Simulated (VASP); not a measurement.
Set up this calculation in VASP 6.6.1, as the native input.

| Item | Value |
| --- | --- |
| Task | relaxation of shape and atoms at fixed volume |
| Functional | PBEsol |
| Potentials or basis | VASP PAW PBE potentials, release 64 (Ga_d) |
| Cutoff | 600 eV |
| k mesh | 12 × 12 × 10 |
| Occupations | gaussian, width 0.1 eV |
| Spin | no spin polarisation |
| Dipole correction | no |
| Further INCAR settings | ALGO = Fast; EDIFF = 1e-07; IBRION = 2; EDIFFG = -0.01; NSW = 50; ISIF = 4 |

The structure of Ga lies in POSCAR:

```
Ga
1.0
    2.1624069363     -3.6900946879      0.0000000000
    2.1624069363      3.6900946879      0.0000000000
    0.0000000000      0.0000000000      4.3479495163
Ga
4
Direct
    0.8444722126      0.1555277874      0.0830363724
    0.6555277874      0.3444722126      0.5830363724
    0.1555277874      0.8444722126      0.9169636276
    0.3444722126      0.6555277874      0.4169636276
```

This cell differs from its parent crystal: volume scaled by 0.91.

The input as run:

INCAR

```
ALGO     = Fast           # electronic algorithm
EDIFF    = 1E-7           # SCF threshold, eV
EDIFFG   = -0.01          # ionic threshold
ENCUT    = 600            # plane-wave cutoff, eV
GGA      = PS             # functional
IBRION   = 2              # ionic algorithm
ISIF     = 4              # what is computed and relaxed
ISMEAR   = 0              # smearing method
LASPH    = T              # aspherical terms in the spheres
LCHARG   = F              # write CHGCAR
LREAL    = F              # projectors in reciprocal space
LWAVE    = F              # write WAVECAR
NELM     = 80             # most SCF steps
NSW      = 50             # ionic steps
PREC     = Accurate       # precision mode
SIGMA    = 0.1            # smearing width, eV
```

KPOINTS

```
k-points
0
Gamma
  12 12 10
```

Potentials or basis: VASP PAW PBE potentials, release 64 (Ga_d).

Command:

```console
$ cat potpaw_PBE.64/Ga_d/POTCAR > POTCAR
$ mpirun -np 1 vasp_std > vasp.out
```

It gave:

| Property | Result |
| --- | --- |
| Energy gained by relaxing | 0.1 meV/atom |
| Ionic steps | 3 |
| Pressure after relaxing | 7.3 GPa |
| Largest force after relaxing | 0.004 eV/Å |
| Band gap on the k mesh | zero (band 26 reaches 6.47 eV, above the bottom of band 27 at 5.13 eV) |

Caveat: the PAW data sets were made with another functional, which shifts forces and pressure a little.

Wall time 18 min on 1 thread of Intel Xeon 6975P-C, with other jobs on the host, peak memory 0.59 GiB.
